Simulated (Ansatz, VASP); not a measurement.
## One calculation of Ag, two programs

```
CELL_PARAMETERS angstrom
2.79961 0.00000 0.00000
-1.39981 2.42454 0.00000
0.00000 0.00000 10.00000
ATOMIC_POSITIONS crystal
Ag 0.33333 0.66667 0.25000
Ag 0.66667 0.33333 0.75000
Ag 0.00000 0.00000 0.00000
Ag 0.00000 0.00000 0.50000
```

Change from the starting cell: equal xx and yy strain of -3 %.

Alike in both runs: task single point; functional PBE; k mesh 14 × 14 × 4; occupations fermi-dirac, width 0.08 eV; no spin polarisation.

```csv
,VASP,Ansatz
version,VASP 6.6.1,Ansatz 0.2.0
potentials or method,"VASP PAW PBE potentials, release 64 (Ag), cutoff 520 eV","all-electron LAPW, scalar-relativistic"
```

Ansatz gave:

- pressure (GPa): 6.6
- traceless stress, the component that is largest in VASP (GPa): -7.02

Problem. Which values does VASP return?

Solution. Pressure (GPa): 6.4; traceless stress, the component that is largest in VASP (GPa): -6.98.

Ansatz ran all-electron here, and VASP with PAW potentials.
